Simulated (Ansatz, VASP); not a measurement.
**Sb: VASP beside Ansatz**

INCAR

```
SYSTEM = Sb
ALGO = Normal ; EDIFF = 1E-6
ENCUT = 520 ; ISIF = 2
ISMEAR = 0 ; LASPH = .TRUE.
LCHARG = .FALSE. ; LREAL = .FALSE.
LWAVE = .FALSE. ; NBANDS = 8
NELM = 80 ; PREC = Accurate
SIGMA = 0.1
```

The input KPOINTS:

```
k-points
0
G
  10 10 10
  0 0 0
```

File POSCAR:

```
Sb
1.0
   -1.8713408863      1.8713408863      1.8713408863
    1.8713408863     -1.8713408863      1.8713408863
    1.8713408863      1.8713408863     -1.8713408863
Sb
1
Direct
    0.0000000000      0.0000000000      0.0000000000
```

The input input.yaml:

```yaml
crystal:
  lattice:
    - [-1.8713408863, 1.8713408863, 1.8713408863]
    - [1.8713408863, -1.8713408863, 1.8713408863]
    - [1.8713408863, 1.8713408863, -1.8713408863]
  atoms:
    - { symbol: Sb, position: [0.0, 0.0, 0.0] }
hamiltonian:
  xc: lda
  pseudopotentials: { kind: paw }
kpoints:
  mp_grid: { grid: [10, 10, 10] }
scf:
  occupations: { method: gaussian, width: 0.1 }
output:
  forces: true
  stress: true
  eigenvalues: true
```

Alike in both runs: task single point; functional LDA; k mesh 10 × 10 × 10; occupations gaussian, width 0.1 eV; no spin polarisation.

|  | VASP | Ansatz |
| --- | --- | --- |
| version | VASP 6.6.1 | Ansatz 0.2.0 |
| potentials or method | VASP PAW LDA potentials, release 64 (Sb) | Ansatz PAW |
| plane-wave cutoff (eV) | 520 | 420 |
| valence electrons in the cell | 5 | 15 |

```csv
,VASP,Ansatz,Ansatz less VASP
gap on the k mesh at the Fermi level (eV),none,none,-
pressure (GPa),-1.1,-1.2,-0.11
```

LDA's correlation is that of Perdew and Zunger in VASP and of Perdew and Wang (1992) in Ansatz. A gap of «none» marks a metal or a gap that the smearing closes. VASP's potentials hold 5 valence electrons a cell and Ansatz's 15, so a difference there can come from the potentials and not from the codes.

Spin-orbit coupling is off throughout.
